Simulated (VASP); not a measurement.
# Re3Bi (Pm-3m) in VASP: single point with PBE

Aim: the single point of Re3Bi with PBE.

All numbers are computed with VASP 6.6.1; they aren't measurements. Logs are shortened: lines on timing, memory, paths and dates and some standing lists are left out, and cuts for length are marked.

## 1. The cell of the first run

It takes space group Pm-3m (No. 221, cubic). The conventional cell has a = 4.098 Å, b = 4.098 Å, c = 4.098 Å, α = 90.00°, β = 90.00°, γ = 90.00°. Re (site symmetry 4/mmm) has 8 Re at 2.90 Å and 4 Bi at 2.90 Å within 3.8 Å. Bi (site symmetry m-3m) has 12 Re at 2.90 Å within 3.8 Å.

## 2. Single point, PBE

INCAR reads:

```
  PREC = Accurate
  ENCUT = 520
  EDIFF = 1E-6
  ISMEAR = 0
  SIGMA = 0.1
  LREAL = F
  LASPH = T
  NELM = 80
  ALGO = Fast
  ISIF = 2
  LWAVE = F
  LCHARG = F
  GGA = PE
  NBANDS = 26
```

KPOINTS reads:

```
regular mesh
0
Gamma
  12 12 12
```

POSCAR reads:

```
Re3Bi
1.0
    4.0975006778      0.0000000000      0.0000000000
    0.0000000000      4.0975006778      0.0000000000
    0.0000000000      0.0000000000      4.0975006778
Re Bi
3 1
Direct
    0.0000000000      0.5000000000      0.5000000000
    0.5000000000      0.0000000000      0.5000000000
    0.5000000000      0.5000000000      0.0000000000
    0.0000000000      0.0000000000      0.0000000000
```

Potentials or basis: VASP PAW PBE potentials, release 64 (Re, Bi_d).

Run with:

```sh
> cat potpaw_PBE.64/Re/POTCAR potpaw_PBE.64/Bi_d/POTCAR > POTCAR
> mpirun -np 1 vasp_std > vasp.out
```

OUTCAR:

```text
PREC = Accurate
   ENCUT = 520
   EDIFF = 1E-6
   ISMEAR = 0
   LREAL = F
   LASPH = T
   NELM = 80
   ISIF = 2
   GGA = PE

 ion  position               nearest neighbor table
   1  0.000  0.500  0.500-   2 2.90   3 2.90   4 2.90   3 2.90   4 2.90   2 2.90   4 2.90   4 2.90
                             2 2.90   3 2.90   3 2.90   2 2.90
   2  0.500  0.000  0.500-   1 2.90   3 2.90   4 2.90   3 2.90   4 2.90   1 2.90   3 2.90   3 2.90
                             1 2.90   4 2.90   4 2.90   1 2.90
   3  0.500  0.500  0.000-   1 2.90   2 2.90   4 2.90   1 2.90   2 2.90   2 2.90   4 2.90   2 2.90
                             1 2.90   4 2.90   1 2.90   4 2.90
   4  0.000  0.000  0.000-   1 2.90   2 2.90   3 2.90   1 2.90   2 2.90   1 2.90   3 2.90   1 2.90
                             2 2.90   3 2.90   2 2.90   3 2.90

  LATTYP: Found a simple cubic cell.
 ALAT       =     4.0975006778

  Lattice vectors:

 A1 = (   4.0975006778,   0.0000000000,   0.0000000000)
 A2 = (   0.0000000000,   4.0975006778,   0.0000000000)
 A3 = (   0.0000000000,   0.0000000000,   4.0975006778)

Analysis of symmetry for initial positions (statically):
=====================================================================
 Subroutine PRICEL returns:
 Original cell was already a primitive cell.

 Routine SETGRP: Setting up the symmetry group for a
 simple cubic supercell.

 Subroutine GETGRP returns: Found 48 space group operations
 (whereof 48 operations were pure point group operations)
 out of a pool of 48 trial point group operations.

The static configuration has the point symmetry O_h .

Analysis of symmetry for dynamics (positions and initial velocities):
=====================================================================
 Subroutine PRICEL returns:
 Original cell was already a primitive cell.

 Routine SETGRP: Setting up the symmetry group for a
 simple cubic supercell.

 Subroutine GETGRP returns: Found 48 space group operations
 (whereof 48 operations were pure point group operations)
 out of a pool of 48 trial point group operations.

The dynamic configuration has the point symmetry O_h .

 Subroutine INISYM returns: Found 48 space group operations
 (whereof 48 operations are pure point group operations),
 and found     1 'primitive' translations

----------------------------------------------------------------------------------------

                                     Primitive cell

  volume of cell :      68.7950

  direct lattice vectors                    reciprocal lattice vectors
     4.097500678  0.000000000  0.000000000     0.244051210  0.000000000  0.000000000
     0.000000000  4.097500678  0.000000000     0.000000000  0.244051210  0.000000000
     0.000000000  0.000000000  4.097500678     0.000000000  0.000000000  0.244051210

  length of vectors
     4.097500678  4.097500678  4.097500678     0.244051210  0.244051210  0.244051210

  position of ions in fractional coordinates (direct lattice)
     0.000000000  0.500000000  0.500000000
     0.500000000  0.000000000  0.500000000
     0.500000000  0.500000000  0.000000000
     0.000000000  0.000000000  0.000000000

  ion indices of the primitive-cell ions
   primitive index   ion index
                 1           1
                 2           2
                 3           3
                 4           4

----------------------------------------------------------------------------------------

 KPOINTS: regular mesh

Automatic generation of k-mesh.
 Grid dimensions read from file:
 generate k-points for:   12   12   12

 Generating k-lattice:

  Cartesian coordinates                     Fractional coordinates (reciprocal lattice)
     0.020337601  0.000000000  0.000000000     0.083333333  0.000000000  0.000000000
     0.000000000  0.020337601  0.000000000     0.000000000  0.083333333  0.000000000
     0.000000000  0.000000000  0.020337601     0.000000000  0.000000000  0.083333333

  Length of vectors
     0.020337601  0.020337601  0.020337601

  Shift w.r.t. Gamma in fractional coordinates (k-lattice)
     0.000000000  0.000000000  0.000000000

 Subroutine IBZKPT returns following result:
 ===========================================

 Found     84 irreducible k-points:

 Following reciprocal coordinates:
            Coordinates               Weight
  0.000000  0.000000  0.000000      1.000000
  0.083333  0.000000  0.000000      6.000000
  0.166667  0.000000  0.000000      6.000000
  0.250000  0.000000  0.000000      6.000000
  0.333333  0.000000  0.000000      6.000000
  0.416667  0.000000  0.000000      6.000000
[... 16 lines left out ...]
  0.333333  0.333333  0.000000     12.000000
  0.416667  0.333333  0.000000     24.000000
 [... further k-points ...]
   k-points           NKPTS =     84   k-points in BZ     NKDIM =     84   number of bands    NBANDS=     26
   number of dos      NEDOS =    301   number of ions     NIONS =      4
   total plane-waves  NPLWV =  27000
   dimension x,y,z NGX =    30 NGY =   30 NGZ =   30
   dimension x,y,z NGXF=    60 NGYF=   60 NGZF=   60
   ions per type =               3   1
   NGX,Y,Z   is equivalent  to a cutoff of  12.17, 12.17, 12.17 a.u.
   NGXF,Y,Z  is equivalent  to a cutoff of  24.34, 24.34, 24.34 a.u.
 SYSTEM =  unknown system
   PREC   = accura    normal or accurate (medium, high low for compatibility)
   ISTART =      0    job   : 0-new  1-cont  2-samecut
   ICHARG =      2    charge: 1-file 2-atom 10-const
   ISPIN  =      1    spin polarized calculation?
   LNONCOLLINEAR =      F non collinear calculations
   LSORBIT =      F    spin-orbit coupling
   LASPH  =      T    aspherical Exc in radial PAW
   ENCUT  =  520.0 eV  38.22 Ry    6.18 a.u.   7.62  7.62  7.62*2*pi/ulx,y,z
   NELM   =     80;   NELMIN=  2; NELMDL= -5     # of ELM steps
   EDIFF  = 0.1E-05   stopping-criterion for ELM
   LREAL  =      F    real-space projection
   EDIFFG = 0.1E-04   stopping-criterion for IOM
   NSW    =      0    number of steps for IOM
   IBRION =     -1    ionic relax: 0-MD 1-quasi-New 2-CG
   NFREE  =      0    steps in history (QN), initial steepest desc. (CG)
   ISIF   =      2    stress and relaxation
   ISYM   =      2    0-nonsym 1-usesym 2-fastsym
   POTIM  = 0.5000    time-step for ionic-motion
   TEBEG  =    0.0;   TEEND  =   0.0 temperature during run
   PSTRESS=    0.0 pullay stress
   NELECT =      36.0000    total number of electrons
   NUPDOWN=      -1.0000    fix difference up-down
   EMIN   =  10.00;   EMAX   =-10.00  energy-range for DOS
   EFERMI =   0.00;   METHOD = LEGACY
   ISMEAR =     0;   SIGMA  =   0.10  broadening in eV -4-tet -1-fermi 0-gaus
   EFERMI_NEDOS =   21; number of points for ismear=-14 and -15
   IALGO  =     68    algorithm
   IMIX   =      4    mixing-type and parameters
     AMIX     =   0.40;   BMIX     =  1.00
     AMIX_MAG =   1.60;   BMIX_MAG =  1.00
  volume/ion in A,a.u.               =      17.20       116.06
  Fermi-wavevector in a.u.,A,eV,Ry     =   1.319238  2.492999 23.679444  1.740390
  Thomas-Fermi vector in A             =   2.449151
   LORBIT       =      0    0 simple, 1 ext, 2 COOP (PROOUT), +10 PAW based schemes
   GGA     = PE    functional components
   LHFCALC =     F    Hartree Fock is set to
   AEXX    =    0.0000 exact exchange contribution
   IVDW    =     0    specifies the selected vdW correction
   LEPSILON=     F    determine dielectric tensor
   LRPA    =     F    only Hartree local field effects (RPA)
 non-spin polarized calculation
 RMM-DIIS sequential band-by-band and
 Gauss-broadening in eV      SIGMA  =   0.10
  energy-cutoff  :      520.00
  volume of cell :       68.80
 maximum number of plane-waves:      1870
   NGX = 15   NGY = 15   NGZ = 15

 number of electron      35.9999994 magnetization

 Free energy of the ion-electron system (eV)
  ---------------------------------------------------
  ext. energy  EPLUGINS =         0.00000000
  ---------------------------------------------------
  free energy    TOTEN  =       -36.04800679 eV

  energy without entropy =      -36.00601512  energy(sigma->0) =      -36.02701096

 E-fermi :   9.2827     XC(G=0): -12.9962

 val. band max:        9.2816486298   @ k =   0.4167   0.4167   0.4167
 cond. band min:       9.2848843359   @ k =   0.3333   0.2500   0.0833
 fundamental gap:      0.0032357062
 Fermi energy:         9.2827049406

 k-point     1 :       0.0000    0.0000    0.0000
  band No.  band energies     occupation
      1     -14.1112      2.00000
      2     -14.1112      2.00000
      3     -14.0974      2.00000
      4     -14.0974      2.00000
      5     -14.0974      2.00000
      6      -4.7212      2.00000
[... 18 lines left out ...]
     25      12.7487      0.00000
     26      16.4522      0.00000

 k-point     2 :       0.0833    0.0000    0.0000
  band No.  band energies     occupation
      1     -14.1099      2.00000
      2     -14.1081      2.00000
      3     -14.0972      2.00000
      4     -14.0960      2.00000
      5     -14.0960      2.00000
      6      -4.6586      2.00000
[... 18 lines left out ...]
     25      12.7491      0.00000
     26      15.8939      0.00000

 k-point     3 :       0.1667    0.0000    0.0000
  band No.  band energies     occupation
      1     -14.1064      2.00000
      2     -14.0995      2.00000
      3     -14.0967      2.00000
      4     -14.0922      2.00000
      5     -14.0922      2.00000
      6      -4.4767      2.00000
[... 18 lines left out ...]
     25      12.7525      0.00000
     26      15.4735      0.00000

 k-point     4 :       0.2500    0.0000    0.0000
  band No.  band energies     occupation
      1     -14.1016      2.00000
      2     -14.0960      2.00000
      3     -14.0879      2.00000
      4     -14.0871      2.00000
      5     -14.0871      2.00000
      6      -4.1970      2.00000
[... 18 lines left out ...]
     25      12.7534      0.00000
     26      16.5765      0.00000

 k-point     5 :       0.3333    0.0000    0.0000
  band No.  band energies     occupation
      1     -14.0968      2.00000
      2     -14.0953      2.00000
      3     -14.0819      2.00000
      4     -14.0819      2.00000
      5     -14.0762      2.00000
      6      -3.8657      2.00000
[... 18 lines left out ...]
     25      12.7541      0.00000
     26      16.4567      0.00000

 k-point     6 :       0.4167    0.0000    0.0000
  band No.  band energies     occupation
      1     -14.0949      2.00000
      2     -14.0933      2.00000
      3     -14.0781      2.00000
      4     -14.0781      2.00000
      5     -14.0676      2.00000
      6      -3.5722      2.00000
[... 427 lines left out ...]
 k-point    21 :       0.4167    0.2500    0.0000
  band No.  band energies     occupation
      1     -14.0935      2.00000
      2     -14.0859      2.00000
      3     -14.0818      2.00000
      4     -14.0781      2.00000
      5     -14.0553      2.00000
      6      -3.2867      2.00000
[... 18 lines left out ...]
     25      13.9167      0.00000
     26      14.2164      0.00000

 k-point    22 :       0.5000    0.2500    0.0000
  band No.  band energies     occupation
      1     -14.0926      2.00000
      2     -14.0858      2.00000
      3     -14.0822      2.00000
      4     -14.0768      2.00000
      5     -14.0525      2.00000
      6      -3.1982      2.00000
[... 18 lines left out ...]
     25      13.7137      0.00000
     26      14.5113      0.00000

 k-point    23 :       0.3333    0.3333    0.0000
  band No.  band energies     occupation
      1     -14.0978      2.00000
      2     -14.0820      2.00000
      3     -14.0810      2.00000
      4     -14.0800      2.00000
      5     -14.0541      2.00000
      6      -3.2956      2.00000
[... 18 lines left out ...]
     25      14.1543      0.00000
     26      14.2961      0.00000

 k-point    24 :       0.4167    0.3333    0.0000
  band No.  band energies     occupation
      1     -14.0997      2.00000
      2     -14.0814      2.00000
      3     -14.0793      2.00000
      4     -14.0781      2.00000
      5     -14.0473      2.00000
      6      -3.1230      2.00000
[... 18 lines left out ...]
     25      13.9932      0.00000
     26      17.0930      0.00000

 [... further k-points ...]
[... 5 lines left out ...]
  --------------------------------------------------------------------------------------
  -------------------------------------------------------------------------------------
  Total        0.0324440      0.0324440      0.0324440     -0.0000000      0.0000000     -0.0000000
  in kB        0.7555929      0.7555929      0.7555929     -0.0000000      0.0000000     -0.0000000
  external PRESSURE =       0.7555929 kB  Pullay stress =       0.0000000 kB

 VOLUME and BASIS-vectors are now :
 -----------------------------------------------------------------------------
  energy-cutoff  :      520.00
  volume of cell :       68.80
      direct lattice vectors                 reciprocal lattice vectors
     4.097500678  0.000000000  0.000000000     0.244051210  0.000000000  0.000000000
     0.000000000  4.097500678  0.000000000     0.000000000  0.244051210  0.000000000
     0.000000000  0.000000000  4.097500678     0.000000000  0.000000000  0.244051210

 POSITION                                       TOTAL-FORCE (eV/Angst)
 -----------------------------------------------------------------------------------
      0.00000      2.04875      2.04875         0.000000      0.000000      0.000000
      2.04875      0.00000      2.04875         0.000000      0.000000      0.000000
      2.04875      2.04875      0.00000         0.000000      0.000000      0.000000
      0.00000      0.00000      0.00000         0.000000      0.000000      0.000000
 -----------------------------------------------------------------------------------
    total drift:                               -0.000000      0.000000     -0.000000

  FREE ENERGIE OF THE ION-ELECTRON SYSTEM (eV)
  ---------------------------------------------------
  free  energy   TOTEN  =       -36.0480067946 eV

  energy  without entropy=      -36.0060151175  energy(sigma->0) =      -36.02701096
```

Wall time 7.9 min (1 thread of Oxide Virtual Turin-like, shared host); peak memory 0.23 GiB.

What came out:

```yaml
Free_energy: -36.0480 eV
Pressure: 0.1 GPa
Band_gap_on_the_k_mesh: zero (bands 18 and 19 overlap by 1.13 eV)
```

Levels at points of the mesh, in eV from the Fermi level:
```csv
k point,band 15,band 16,band 17,band 18,band 19,band 20,band 21,band 22
"(0.00, 0.00, 0.00)",-2.12,-0.38,-0.38,-0.38,0.80,1.56,1.56,2.68
"(0.50, 0.00, 0.00)",-1.84,-1.32,-0.57,-0.41,-0.36,-0.36,0.40,1.70
"(0.50, 0.50, 0.00)",-1.70,-0.96,-0.70,-0.63,-0.63,0.09,0.26,0.65
"(0.50, 0.50, 0.50)",-2.07,-0.48,-0.48,-0.48,-0.24,0.31,0.31,0.67
```

Caveat: spin-orbit coupling is left out, which moves the levels of the heavy elements.
